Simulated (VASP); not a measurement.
# AlN (Fm-3m) in VASP: a series of runs

AlN is run at these levels: r2SCAN; tasks: single point.

Everything below comes from runs of VASP 6.6.1. Logs are shortened: lines on timing, memory, paths and dates and some standing lists are left out, and cuts for length are marked.

### Step 1. The cell of the first run

It takes space group Fm-3m (No. 225, cubic). Conventional cell: a = 3.913 Å, b = 3.913 Å, c = 3.913 Å, α = 90.00°, β = 90.00°, γ = 90.00°. Al (site symmetry m-3m) has 6 N at 1.96 Å within 2.6 Å. N (site symmetry m-3m) has 6 Al at 1.96 Å within 2.6 Å.

### Step 2. Single point, r2SCAN (7.49 Å³/atom)

Input file POSCAR:

```
AlN
1.0
    0.0000000000      1.9563888009      1.9563888009
    1.9563888009      0.0000000000      1.9563888009
    1.9563888009      1.9563888009      0.0000000000
Al N
1 1
Direct
    0.5000000000      0.5000000000      0.5000000000
    0.0000000000      0.0000000000      0.0000000000
```

Input file INCAR.step1:

```
SYSTEM = AlN
PREC = Accurate
ENCUT = 660
ISMEAR = 0
SIGMA = 0.02
LREAL = .False.
LASPH = .True.
NELM = 120
NBANDS = 11
GGA = PE
ALGO = Normal
EDIFF = 1E-5
LWAVE = .True.
LCHARG = .False.
GGA_COMPAT = .False.
```

Input file INCAR.step2:

```
SYSTEM = AlN
PREC = Accurate
ENCUT = 660
EDIFF = 1E-6
ISMEAR = 0
SIGMA = 0.02
LREAL = .False.
LASPH = .True.
NELM = 120
ALGO = Normal
ISIF = 2
LWAVE = .False.
LCHARG = .True.
METAGGA = R2SCAN
LMIXTAU = .True.
LELF = .True.
LVHAR = .True.
NBANDS = 11
ISTART = 1
GGA_COMPAT = .False.
```

Input file KPOINTS:

```
regular mesh
0
Gamma
  10 10 10
  0 0 0
```

Potentials or basis: VASP PAW PBE potentials, release 64 (Al, N).

Command:

```bash
cat potpaw_PBE.64/Al/POTCAR potpaw_PBE.64/N/POTCAR > POTCAR
cp INCAR.step1 INCAR
mpirun -np 1 vasp_std > vasp.out
cp INCAR.step2 INCAR
mpirun -np 1 vasp_std > vasp.out
```

OUTCAR:

```text
SYSTEM = AlN
   PREC = Accurate
   ENCUT = 660
   EDIFF = 1E-6
   ISMEAR = 0
   LREAL = .False.
   LASPH = .True.
   NELM = 120
   ISIF = 2
   METAGGA = R2SCAN
   ISTART = 1

 ion  position               nearest neighbor table
   1  0.500  0.500  0.500-   2 1.96   2 1.96   2 1.96   2 1.96   2 1.96   2 1.96
   2  0.000  0.000  0.000-   1 1.96   1 1.96   1 1.96   1 1.96   1 1.96   1 1.96

  LATTYP: Found a face centered cubic cell.
 ALAT       =     3.9127776018

  Lattice vectors:

 A1 = (   0.0000000000,   1.9563888009,   1.9563888009)
 A2 = (   1.9563888009,   0.0000000000,   1.9563888009)
 A3 = (   1.9563888009,   1.9563888009,   0.0000000000)

Analysis of symmetry for initial positions (statically):
=====================================================================
 Subroutine PRICEL returns:
 Original cell was already a primitive cell.

 Routine SETGRP: Setting up the symmetry group for a
 face centered cubic supercell.

 Subroutine GETGRP returns: Found 48 space group operations
 (whereof 48 operations were pure point group operations)
 out of a pool of 48 trial point group operations.

The static configuration has the point symmetry O_h .

Analysis of symmetry for dynamics (positions and initial velocities):
=====================================================================
 Subroutine PRICEL returns:
 Original cell was already a primitive cell.

 Routine SETGRP: Setting up the symmetry group for a
 face centered cubic supercell.

 Subroutine GETGRP returns: Found 48 space group operations
 (whereof 48 operations were pure point group operations)
 out of a pool of 48 trial point group operations.

The dynamic configuration has the point symmetry O_h .

 Subroutine INISYM returns: Found 48 space group operations
 (whereof 48 operations are pure point group operations),
 and found     1 'primitive' translations

----------------------------------------------------------------------------------------

                                     Primitive cell

  volume of cell :      14.9760

  direct lattice vectors                    reciprocal lattice vectors
     0.000000000  1.956388801  1.956388801    -0.255572921  0.255572921  0.255572921
     1.956388801  0.000000000  1.956388801     0.255572921 -0.255572921  0.255572921
     1.956388801  1.956388801  0.000000000     0.255572921  0.255572921 -0.255572921

  length of vectors
     2.766751576  2.766751576  2.766751576     0.442665284  0.442665284  0.442665284

  position of ions in fractional coordinates (direct lattice)
     0.500000000  0.500000000  0.500000000
     0.000000000  0.000000000  0.000000000

  ion indices of the primitive-cell ions
   primitive index   ion index
                 1           1
                 2           2

----------------------------------------------------------------------------------------

 KPOINTS: regular mesh

Automatic generation of k-mesh.
 Grid dimensions read from file:
 generate k-points for:   10   10   10

 Generating k-lattice:

  Cartesian coordinates                     Fractional coordinates (reciprocal lattice)
    -0.025557292  0.025557292  0.025557292     0.100000000  0.000000000  0.000000000
     0.025557292 -0.025557292  0.025557292     0.000000000  0.100000000  0.000000000
     0.025557292  0.025557292 -0.025557292     0.000000000  0.000000000  0.100000000

  Length of vectors
     0.044266528  0.044266528  0.044266528

  Shift w.r.t. Gamma in fractional coordinates (k-lattice)
     0.000000000  0.000000000  0.000000000

 Subroutine IBZKPT returns following result:
 ===========================================

 Found     47 irreducible k-points:

 Following reciprocal coordinates:
            Coordinates               Weight
  0.000000  0.000000  0.000000      1.000000
  0.100000  0.000000  0.000000      8.000000
  0.200000  0.000000  0.000000      8.000000
  0.300000  0.000000  0.000000      8.000000
  0.400000  0.000000  0.000000      8.000000
  0.500000  0.000000  0.000000      4.000000
[... 16 lines left out ...]
[... 46 lines left out ...]
      1      -8.2510      2.00000
      2      11.0933      2.00000
      3      11.0933      2.00000
      4      11.0933      2.00000
      5      19.1648      0.00000
      6      24.3362      0.00000
      7      24.3362      0.00000
      8      24.3362      0.00000
      9      30.4058      0.00000
     10      30.4471      0.00000
     11      30.4471      0.00000

 k-point     2 :       0.1000    0.0000    0.0000
  band No.  band energies     occupation
      1      -8.0218      2.00000
      2      10.0415      2.00000
      3      10.9382      2.00000
      4      10.9382      2.00000
      5      19.7293      0.00000
      6      23.5278      0.00000
      7      24.7113      0.00000
      8      24.7113      0.00000
      9      29.2990      0.00000
     10      29.2990      0.00000
     11      32.0170      0.00000

 k-point     3 :       0.2000    0.0000    0.0000
  band No.  band energies     occupation
      1      -7.3550      2.00000
      2       7.7139      2.00000
      3      10.5634      2.00000
      4      10.5634      2.00000
      5      19.9860      0.00000
      6      23.5409      0.00000
      7      25.1912      0.00000
      8      25.1912      0.00000
      9      28.6449      0.00000
     10      28.6449      0.00000
     11      31.8013      0.00000

 k-point     4 :       0.3000    0.0000    0.0000
  band No.  band energies     occupation
      1      -6.3320      2.00000
      2       5.1259      2.00000
      3      10.1496      2.00000
      4      10.1496      2.00000
      5      19.3443      0.00000
      6      24.7001      0.00000
      7      24.7001      0.00000
      8      25.0939      0.00000
      9      30.1715      0.00000
     10      30.1715      0.00000
     11      30.8293      0.00000
[... 239 lines left out ...]
 k-point    22 :      -0.2000    0.2000    0.0000
  band No.  band energies     occupation
      1      -6.0018      2.00000
      2       5.7456      2.00000
      3       7.7627      2.00000
      4      10.1964      2.00000
      5      21.7103      0.00000
      6      22.4490      0.00000
      7      24.2345      0.00000
      8      25.7555      0.00000
      9      27.5356      0.00000
     10      32.5830      0.00000
     11      34.9593      0.00000

 k-point    23 :       0.3000    0.3000    0.0000
  band No.  band energies     occupation
      1      -5.7321      2.00000
      2       5.8119      2.00000
      3       8.7933      2.00000
      4       8.7933      2.00000
      5      18.4346      0.00000
      6      20.0335      0.00000
      7      25.2361      0.00000
      8      29.1820      0.00000
      9      29.1820      0.00000
     10      33.5033      0.00000
     11      38.4122      0.00000

 k-point    24 :       0.4000    0.3000    0.0000
  band No.  band energies     occupation
      1      -4.8832      2.00000
      2       4.6361      2.00000
      3       7.9372      2.00000
      4       8.4976      2.00000
      5      18.3226      0.00000
      6      19.6268      0.00000
      7      25.6721      0.00000
      8      29.2083      0.00000
      9      30.2381      0.00000
     10      35.1585      0.00000
     11      39.0508      0.00000

 [... further k-points ...]
[... 5 lines left out ...]
  --------------------------------------------------------------------------------------
  -------------------------------------------------------------------------------------
  Total        2.8589567      2.8589567      2.8589567      0.0000000      0.0000000     -0.0000000
  in kB      305.8599867    305.8599867    305.8599867      0.0000000      0.0000000     -0.0000000
  external PRESSURE =     305.8599867 kB  Pullay stress =       0.0000000 kB

 VOLUME and BASIS-vectors are now :
 -----------------------------------------------------------------------------
  energy-cutoff  :      660.00
  volume of cell :       14.98
      direct lattice vectors                 reciprocal lattice vectors
     0.000000000  1.956388801  1.956388801    -0.255572921  0.255572921  0.255572921
     1.956388801  0.000000000  1.956388801     0.255572921 -0.255572921  0.255572921
     1.956388801  1.956388801  0.000000000     0.255572921  0.255572921 -0.255572921

 POSITION                                       TOTAL-FORCE (eV/Angst)
 -----------------------------------------------------------------------------------
      1.95639      1.95639      1.95639        -0.000000     -0.000000     -0.000000
      0.00000      0.00000      0.00000         0.000000      0.000000      0.000000
 -----------------------------------------------------------------------------------
    total drift:                                0.000000     -0.000000     -0.000000

  FREE ENERGIE OF THE ION-ELECTRON SYSTEM (eV)
  ---------------------------------------------------
  free  energy   TOTEN  =       -18.7679672920 eV

  energy  without entropy=      -18.7679672920  energy(sigma->0) =      -18.76796729
```

Wall time 14 s (1 thread of Intel Xeon 6975P-C (Granite Rapids), shared host); peak memory 0.14 GiB.

What came out:

```yaml
Free_energy: -18.7680 eV
Pressure: 30.6 GPa
Band_gap_on_the_k_mesh: 5.80 eV (least direct gap 8.07 eV)
```

Caveat: the cell stands under pressure; the PAW data sets were made with another functional, which shifts forces and pressure a little. A k mesh can miss the band edges.

### Step 3. Single point, r2SCAN (7.73 Å³/atom)

This run uses another cell than the first one, of 7.73 Å³/atom.

Input file POSCAR:

```
AlN
1.0
    0.0000000000      1.9776555627      1.9776555627
    1.9776555627      0.0000000000      1.9776555627
    1.9776555627      1.9776555627      0.0000000000
Al N
1 1
Direct
    0.5000000000      0.5000000000      0.5000000000
    0.0000000000      0.0000000000      0.0000000000
```

Input file INCAR.step1:

```
SYSTEM = AlN
ALGO = Normal
EDIFF = 1E-5
ENCUT = 660
GGA = PE
GGA_COMPAT = .False.
ISMEAR = 0
LASPH = .True.
LCHARG = .False.
LREAL = .False.
LWAVE = .True.
NBANDS = 11
NELM = 120
PREC = Accurate
SIGMA = 0.02
```

Input file INCAR.step2:

```
SYSTEM = AlN
ALGO = Normal
EDIFF = 1E-6
ENCUT = 660
GGA_COMPAT = .False.
ISIF = 2
ISMEAR = 0
ISTART = 1
LASPH = .True.
LCHARG = .False.
LMIXTAU = .True.
LREAL = .False.
LWAVE = .False.
METAGGA = R2SCAN
NBANDS = 11
NELM = 120
PREC = Accurate
SIGMA = 0.02
```

Input file KPOINTS:

```
k-points
0
Gamma
  10 10 10
  0 0 0
```

Potentials or basis: VASP PAW PBE potentials, release 64 (Al, N).

Command:

```bash
cat potpaw_PBE.64/Al/POTCAR potpaw_PBE.64/N/POTCAR > POTCAR
cp INCAR.step1 INCAR
mpirun -np 1 vasp_std > vasp.out
cp INCAR.step2 INCAR
mpirun -np 1 vasp_std > vasp.out
```

It took 13 s on 1 thread of Intel Xeon 6975P-C (Granite Rapids), shared host; peak memory 0.14 GiB.

The run converged. Its results:

```yaml
Free_energy: -18.8437 eV
Pressure: 18.6 GPa
Band_gap_on_the_k_mesh: 5.87 eV (least direct gap 7.54 eV)
```

Levels at points of the mesh, in eV from the valence-band top:
| k point | band 1 | band 2 | band 3 | band 4 | band 5 | band 6 | band 7 | band 8 |
| --- | --- | --- | --- | --- | --- | --- | --- | --- |
| (0.00, 0.00, 0.00) | -19.03 | 0.00 | 0.00 | 0.00 | 7.54 | 13.13 | 13.13 | 13.13 |
| (0.50, 0.00, 0.00) | -15.51 | -8.89 | -1.29 | -1.29 | 7.35 | 12.47 | 12.47 | 15.67 |
| (0.50, 0.50, 0.00) | -14.45 | -8.01 | -3.07 | -3.07 | 5.87 | 6.17 | 16.24 | 19.82 |

Caveat: the cell stands under pressure; the PAW data sets were made with another functional, which shifts forces and pressure a little. A k mesh can miss the band edges.

### Step 4. Single point, r2SCAN (7.98 Å³/atom)

This run uses another cell than the first one, of 7.98 Å³/atom.

Input file POSCAR:

```
AlN
1.0
    0.0000000000      1.9984745196      1.9984745196
    1.9984745196      0.0000000000      1.9984745196
    1.9984745196      1.9984745196      0.0000000000
Al N
1 1
Direct
    0.5000000000      0.5000000000      0.5000000000
    0.0000000000      0.0000000000      0.0000000000
```

Input file INCAR.step1:

```
SYSTEM = AlN
PREC = Accurate ; ENCUT = 660
ISMEAR = 0 ; SIGMA = 0.02
LREAL = .False. ; LASPH = .True.
NELM = 120 ; NBANDS = 11
GGA = PE ; ALGO = Normal
EDIFF = 1E-5 ; LWAVE = .True.
LCHARG = .False. ; GGA_COMPAT = .False.
```

Input file INCAR.step2:

```
SYSTEM = AlN
PREC = Accurate ; ENCUT = 660
EDIFF = 1E-6 ; ISMEAR = 0
SIGMA = 0.02 ; LREAL = .False.
LASPH = .True. ; NELM = 120
ALGO = Normal ; ISIF = 2
LWAVE = .False. ; LCHARG = .False.
METAGGA = R2SCAN ; LMIXTAU = .True.
NBANDS = 11 ; ISTART = 1
GGA_COMPAT = .False.
```

Input file KPOINTS:

```
Automatic mesh
0
Gamma
  10 10 10
  0 0 0
```

Command:

```bash
cat potpaw_PBE.64/Al/POTCAR potpaw_PBE.64/N/POTCAR > POTCAR
cp INCAR.step1 INCAR
mpirun -np 1 vasp_std > vasp.out
cp INCAR.step2 INCAR
mpirun -np 1 vasp_std > vasp.out
```

It took 13 s on 1 thread of Intel Xeon 6975P-C (Granite Rapids), shared host; peak memory 0.14 GiB.

Results (log left out):

```
Free energy            : -18.8849 eV
Pressure               : 8.2 GPa
Band gap on the k mesh : 5.84 eV (least direct gap 7.05 eV)
```

Levels at points of the mesh, in eV from the valence-band top:
```csv
k point,band 1,band 2,band 3,band 4,band 5,band 6,band 7,band 8,band 9
"(0.00, 0.00, 0.00)",-18.72,0.00,0.00,0.00,7.05,13.03,13.03,13.03,18.85
"(0.50, 0.00, 0.00)",-15.34,-8.67,-1.22,-1.22,7.14,12.20,12.20,15.18,17.89
"(0.50, 0.50, 0.00)",-14.33,-7.79,-2.99,-2.99,5.84,5.92,15.82,19.28,19.28
```

Caveat: the cell stands under pressure; the PAW data sets were made with another functional, which shifts forces and pressure a little. A k mesh can miss the band edges.

### Step 5. Single point, r2SCAN

This run uses another cell than the first one, of 8.23 Å³/atom.

Input file POSCAR:

```
AlN
1.0
    0.0000000000      2.0188685253      2.0188685253
    2.0188685253      0.0000000000      2.0188685253
    2.0188685253      2.0188685253      0.0000000000
Al N
1 1
Direct
    0.5000000000      0.5000000000      0.5000000000
    0.0000000000      0.0000000000      0.0000000000
```

Input file INCAR.step1:

```
PREC = Accurate ; ENCUT = 660
ISMEAR = 0 ; SIGMA = 0.02
LREAL = False ; LASPH = True
NELM = 120 ; NBANDS = 11
GGA = PE ; ALGO = Normal
EDIFF = 1E-5 ; LWAVE = True
LCHARG = False ; GGA_COMPAT = False
```

Input file INCAR.step2:

```
PREC = Accurate ; ENCUT = 660
EDIFF = 1E-6 ; ISMEAR = 0
SIGMA = 0.02 ; LREAL = False
LASPH = True ; NELM = 120
ALGO = Normal ; ISIF = 2
LWAVE = False ; LCHARG = False
METAGGA = R2SCAN ; LMIXTAU = True
NBANDS = 11 ; ISTART = 1
GGA_COMPAT = False
```

Input file KPOINTS:

```
regular mesh
0
Gamma
  10 10 10
```

Command:

```bash
cat potpaw_PBE.64/Al/POTCAR potpaw_PBE.64/N/POTCAR > POTCAR
cp INCAR.step1 INCAR
mpirun -np 1 vasp_std > vasp.out
cp INCAR.step2 INCAR
mpirun -np 1 vasp_std > vasp.out
```

Run time: 13 s. Hardware: 1 thread of Intel Xeon 6975P-C (Granite Rapids), shared host; peak memory 0.14 GiB.

It converged, with:

- Free energy: -18.8963 eV
- Pressure: -0.7 GPa
- Band gap on the k mesh: 5.53 eV (least direct gap 6.58 eV)

Levels at points of the mesh, in eV from the valence-band top:
```tsv
k point	band 2	band 3	band 4	band 5	band 6	band 7
(0.00, 0.00, 0.00)	0.00	0.00	0.00	6.58	12.93	12.93
(0.50, 0.00, 0.00)	-8.47	-1.16	-1.16	6.94	11.94	11.94
(0.50, 0.50, 0.00)	-7.57	-2.91	-2.91	5.53	5.98	15.42
```

Caveat: the PAW data sets were made with another functional, which shifts forces and pressure a little. A k mesh can miss the band edges.

### Step 6. Single point, r2SCAN (8.48 Å³/atom)

This run uses another cell than the first one, of 8.48 Å³/atom.

Input file POSCAR:

```
AlN
1.0
    0.0000000000      2.0388586226      2.0388586226
    2.0388586226      0.0000000000      2.0388586226
    2.0388586226      2.0388586226      0.0000000000
Al N
1 1
Direct
    0.5000000000      0.5000000000      0.5000000000
    0.0000000000      0.0000000000      0.0000000000
```

Input file INCAR.step1:

```
SYSTEM = AlN
  PREC = Accurate
  ENCUT = 660
  ISMEAR = 0
  SIGMA = 0.02
  LREAL = .FALSE.
  LASPH = .TRUE.
  NELM = 120
  NBANDS = 11
  GGA = PE
  ALGO = Normal
  EDIFF = 1E-5
  LWAVE = .TRUE.
  LCHARG = .FALSE.
  GGA_COMPAT = .FALSE.
```

Input file INCAR.step2:

```
SYSTEM = AlN
  PREC = Accurate
  ENCUT = 660
  EDIFF = 1E-6
  ISMEAR = 0
  SIGMA = 0.02
  LREAL = .FALSE.
  LASPH = .TRUE.
  NELM = 120
  ALGO = Normal
  ISIF = 2
  LWAVE = .FALSE.
  LCHARG = .TRUE.
  METAGGA = R2SCAN
  LMIXTAU = .TRUE.
  LELF = .TRUE.
  LVHAR = .TRUE.
  NBANDS = 11
  ISTART = 1
  GGA_COMPAT = .FALSE.
```

Input file KPOINTS:

```
Automatic mesh
0
G
  10 10 10
  0 0 0
```

Potentials or basis: VASP PAW PBE potentials, release 64 (Al, N).

Command:

```bash
cat potpaw_PBE.64/Al/POTCAR potpaw_PBE.64/N/POTCAR > POTCAR
cp INCAR.step1 INCAR
mpirun -np 1 vasp_std > vasp.out
cp INCAR.step2 INCAR
mpirun -np 1 vasp_std > vasp.out
```

It took 14 s on 1 thread of Intel Xeon 6975P-C (Granite Rapids), shared host; peak memory 0.14 GiB.

It converged, with:

| Item | Value |
| --- | --- |
| Free energy | -18.8821 eV |
| Pressure | -8.4 GPa |
| Band gap on the k mesh | 5.23 eV (least direct gap 6.14 eV) |

Levels at points of the mesh, in eV from the valence-band top:
| k point | band 2 | band 3 | band 4 | band 5 | band 6 | band 7 |
| --- | --- | --- | --- | --- | --- | --- |
| (0.00, 0.00, 0.00) | 0.00 | 0.00 | 0.00 | 6.14 | 12.82 | 12.82 |
| (0.50, 0.00, 0.00) | -8.28 | -1.11 | -1.11 | 6.74 | 11.69 | 11.69 |
| (0.50, 0.50, 0.00) | -7.37 | -2.83 | -2.83 | 5.23 | 6.02 | 15.04 |

Caveat: the cell stands under tension; the PAW data sets were made with another functional, which shifts forces and pressure a little. A k mesh can miss the band edges.

### Step 7. Summary

| cell | gap on the mesh (eV) | pressure (GPa) |
| --- | --- | --- |
| a = 2.767 Å, angles 60.0°, 2 atoms | 5.80 | 30.6 |
| a = 2.797 Å, angles 60.0°, 2 atoms | 5.87 | 18.6 |
| a = 2.826 Å, angles 60.0°, 2 atoms | 5.84 | 8.2 |
| a = 2.855 Å, angles 60.0°, 2 atoms | 5.53 | -0.7 |
| a = 2.883 Å, angles 60.0°, 2 atoms | 5.23 | -8.4 |

Alike in all rows: task single point; level r2SCAN; potentials or basis VASP PAW PBE potentials, release 64 (Al, N); no spin polarisation; k mesh 10 × 10 × 10; cutoff (eV) 660; smearing gaussian 0.02 eV.

Caveats: the PAW data sets were made with another functional, which shifts forces and pressure a little; the cell stands under pressure (at least some runs); the cell stands under tension (at least some runs).

Absolute energies hang on the potentials; compare differences alone.
